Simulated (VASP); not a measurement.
A run of VASP 6.6.1 is set up as follows.

File INCAR:

```
ALGO = Normal
EDIFF = 1E-7
ENCUT = 520
GGA = PE
ISIF = 2
ISMEAR = -1
ISPIN = 2
LASPH = T
LCHARG = F
LMAXMIX = 4
LORBIT = 11
LREAL = F
LWAVE = F
MAGMOM = 1.7 1.7
NBANDS = 20
NELM = 150
PREC = Accurate
SIGMA = 0.1
```

Contents of KPOINTS:

```
k-points
0
Gamma
  18 18 10
```

The input POSCAR:

```
Co
1.0
    2.4198904110      0.0000000000      0.0000000000
   -1.2099452055      2.0956865703      0.0000000000
    0.0000000000      0.0000000000      3.9125121356
Co
2
Direct
    0.3333333333      0.6666666667      0.2500000000
    0.6666666667      0.3333333333      0.7500000000
```

Potentials or basis: VASP PAW PBE potentials, release 64 (Co).

Command:

```console
$ cat potpaw_PBE.64/Co/POTCAR > POTCAR
$ mpirun -np 1 vasp_std > vasp.out
```

(1) Estimate the pressure.

(2) Estimate the site moments.

Results:

(1) 22.8 GPa.

(2) Co +1.53 μB.

Caveat: the cell stands under pressure.
